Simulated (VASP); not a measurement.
Ta3Cu:

```
Ta Cu
1.0
     0.00000    3.13706    3.13706
     3.13706    0.00000    3.13706
     3.13706    3.13706    0.00000
Ta Cu
3 1
Direct
  0.75000 0.75000 0.75000
  0.25000 0.25000 0.25000
  0.00000 0.00000 0.00000
  0.50000 0.50000 0.50000
```

The cell was built from a structure type or drawn by symmetry, and may not be a known phase.

```yaml
Program: VASP 6.6.1
Task: relaxation of cell and atoms
Functional: PBE
Potentials_or_basis: VASP PAW PBE potentials, release 64 (Ta_pv, Cu)
Cutoff: 600 eV
k_mesh: 6 × 6 × 6
Occupations: gaussian, width 0.1 eV
Spin: no spin polarisation
```

At the start: pressure 19.2 GPa; volume 15.44 Å³/atom.

How do energy, volume and symmetry change on relaxing?

Over 4 steps the energy falls by 80.3 meV/atom and the volume is 16.91 Å³/atom (+9.5 %); space group Fm-3m (No. 225, to 0.1 Å) before and after.

Step by step:
```
step  energy change (eV)  largest force (eV/Å)  pressure (GPa)  volume (Å³)
   1              0.0000                0.0000           19.24        61.74
   2              0.6266                0.0000          -21.44        79.83
   3             -0.3203                0.0000           -0.62        67.84
   4             -0.3210                0.0000           -0.26        67.62
```

Final structure:
```xyz
4
Lattice="0.0000 3.2336 3.2336 3.2336 0.0000 3.2336 3.2336 3.2336 0.0000" Properties=species:S:1:pos:R:3 pbc="T T T"
Ta    4.8504    4.8504    4.8504
Ta    1.6168    1.6168    1.6168
Ta    0.0000    0.0000    0.0000
Cu    3.2336    3.2336    3.2336
```
